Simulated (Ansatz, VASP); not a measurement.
## Two plane-wave programs on TlH3

```
CELL_PARAMETERS angstrom
3.46408 0.00000 0.00000
0.00000 3.46408 0.00000
0.00000 0.00000 3.46408
ATOMIC_POSITIONS crystal
Tl 0.00000 0.00000 0.00000
H 0.00000 0.50000 0.50000
H 0.50000 0.00000 0.50000
H 0.50000 0.50000 0.00000
```

Alike in both runs: functional PBE; k mesh 14 × 14 × 14; occupations gaussian, width 0.1 eV; no spin polarisation.

Ansatz relaxed the structure, and its values are those at the end. VASP's run is a single point on that final structure, the one shown.

```csv
,VASP,Ansatz
version,VASP 6.6.1,Ansatz 0.2.0
potentials or method,"VASP PAW PBE potentials, release 64 (Tl_d, H), cutoff 520 eV","scalar-relativistic, plane waves, PAW"
valence electrons in the cell,16,16
```

|  | VASP | Ansatz | Ansatz less VASP |
| --- | --- | --- | --- |
| gap on the k mesh at the Fermi level (eV) | none | none | - |
| pressure (GPa) | -0.1 | 0.0 | +0.11 |

A gap of «none» marks a metal or a gap that the smearing closes. With one functional, cell and mesh, what is left measures potentials, basis and numerics.

Spin-orbit coupling is off throughout.
